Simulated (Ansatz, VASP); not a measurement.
**Two plane-wave programs on KI**

Contents of INCAR:

```
PREC = Accurate
ENCUT = 520
EDIFF = 1E-8
ISMEAR = -1
SIGMA = 0.02
LREAL = False
LASPH = True
NELM = 60
ALGO = Normal
ISIF = 2
LWAVE = False
LCHARG = False
GGA = PE
LEFG = True
NBANDS = 15
```

File KPOINTS:

```
regular mesh
0
Gamma
  6 6 6
```

File POSCAR:

```
KI
1.0
    0.0000000000      3.5245500000      3.5245500000
    3.5245500000      0.0000000000      3.5245500000
    3.5245500000      3.5245500000      0.0000000000
K I
1 1
Direct
    0.0000000000      0.0000000000      0.0000000000
    0.5000000000      0.5000000000      0.5000000000
```

Input for Ansatz:

```yaml
crystal:
  lattice:
    - [0.0, 3.52455, 3.52455]
    - [3.52455, 0.0, 3.52455]
    - [3.52455, 3.52455, 0.0]
  atoms:
    - { symbol: K, position: [0.0, 0.0, 0.0] }
    - { symbol: I, position: [0.5, 0.5, 0.5] }
kpoints:
  mp_grid: { grid: [6, 6, 6] }
  band_path:
    path:
      - [0.0, 0.0, 0.0]
      - [0.5, 0.0, 0.5]
      - [0.625, 0.25, 0.625]
      - [0.375, 0.375, 0.75]
      - [0.0, 0.0, 0.0]
      - [0.5, 0.5, 0.5]
      - [0.5, 0.25, 0.75]
      - [0.5, 0.0, 0.5]
    npoints: 8
scf:
  occupations: { method: fermi_dirac, width: 0.02 }
hamiltonian:
  xc: pbe
  pseudopotentials: { kind: paw }
output:
  forces: true
  stress: true
  eigenvalues: true
  efg: { contact_densities: true }
  populations: true
  bader: true
  dos: { projected: true, de: 0.2, e_range: [-14, 8] }
```

Alike in both runs: task electric field gradients; functional PBE; k mesh 6 × 6 × 6; occupations fermi-dirac, width 0.02 eV; no spin polarisation.

|  | VASP | Ansatz |
| --- | --- | --- |
| version | VASP 6.6.1 | Ansatz 0.2.0 |
| potentials or method | VASP PAW PBE potentials, release 64 (K_sv, I) | PAW with Ansatz's default frozen-core files, scalar-relativistic |
| plane-wave cutoff (eV) | 520 | 420 |
| valence electrons in the cell | 16 | 26 |

|  | VASP | Ansatz | Ansatz less VASP |
| --- | --- | --- | --- |
| gap on the k mesh at the Fermi level (eV) | 3.98 | 3.98 | +0.004 |
| pressure (GPa) | 0.7 | 0.7 | -0.03 |

The functional is the same, so the differences come from potentials, cutoffs and numerics. VASP's potentials hold 16 valence electrons a cell and Ansatz's 26, so a difference there can come from the potentials and not from the codes.

Spin-orbit coupling is off throughout.
